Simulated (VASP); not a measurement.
Input of a VASP 6.6.1 run:

File INCAR:

```
SYSTEM = LiMg
PREC = Accurate ; ENCUT = 600
EDIFF = 1E-7 ; ISMEAR = 0
SIGMA = 0.1 ; LREAL = .FALSE.
LASPH = .TRUE. ; NELM = 80
ALGO = Normal ; ISIF = 3
LWAVE = .FALSE. ; LCHARG = .FALSE.
IBRION = 2 ; NSW = 100
EDIFFG = -0.005
```

The input KPOINTS:

```
Automatic mesh
0
G
  12 12 12
  0 0 0
```

POSCAR

```
LiMg
1.0
    3.4153260000      0.0000000000      0.0000000000
    0.0000000000      3.4153260000      0.0000000000
    0.0000000000      0.0000000000      3.4153260000
Li Mg
1 1
Direct
    0.0000000000      0.0000000000      0.0000000000
    0.5000000000      0.5000000000      0.5000000000
```

Potentials or basis: VASP PAW LDA potentials, release 64 (Li_sv, Mg).

The run is started by

```bash
$ cat potpaw_LDA.64/Li_sv/POTCAR potpaw_LDA.64/Mg/POTCAR > POTCAR
$ mpirun -np 1 vasp_std > vasp.out
```

**Question.** What does it give for the relaxed volume?

**Answer.** 18.73 Å³/atom.

**Question.** Predict the relaxed cell.

**Answer.** a = 3.346 Å, b = 3.346 Å, c = 3.346 Å, α = 90.00°, β = 90.00°, γ = 90.00°.

Final structure:
```
Li Mg
1.0
     3.34625    0.00000    0.00000
     0.00000    3.34625    0.00000
     0.00000    0.00000    3.34625
Li Mg
1 1
Direct
  0.00000 0.00000 0.00000
  0.50000 0.50000 0.50000
```

Caveat: the cutoff is under 1.25 times the usual one of these potentials, so pressure, stress and relaxed cells hold a basis-set (Pulay) error.
